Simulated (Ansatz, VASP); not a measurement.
## WS2: VASP beside Ansatz

```
W S
1.0
     2.93870    0.00000    0.00000
    -1.46935    2.54499    0.00000
     0.00000    0.00000   15.41530
W S
1 2
Direct
  0.33333 0.66667 0.00000
  0.66667 0.33333 0.90696
  0.66667 0.33333 0.09304
```

Alike in both runs: task relaxation of the atoms; functional PBE; dispersion D3(BJ); k mesh 12 × 12 × 2; occupations gaussian, width 0.05 eV; no spin polarisation.

```csv
,VASP,Ansatz
version,VASP 6.6.1,Ansatz 0.2.0
potentials or method,"VASP PAW PBE potentials, release 64 (W_sv, S), cutoff 520 eV","scalar-relativistic, plane waves, PAW"
valence electrons in the cell,26,26
```

|  | VASP | Ansatz | Ansatz less VASP |
| --- | --- | --- | --- |
| gap on the k mesh at the Fermi level, each at its own relaxed structure (eV) | 1.52 | 1.52 | 0.000 |

Ansatz's warnings: stress scf threshold loose.

Spin-orbit coupling is off throughout.
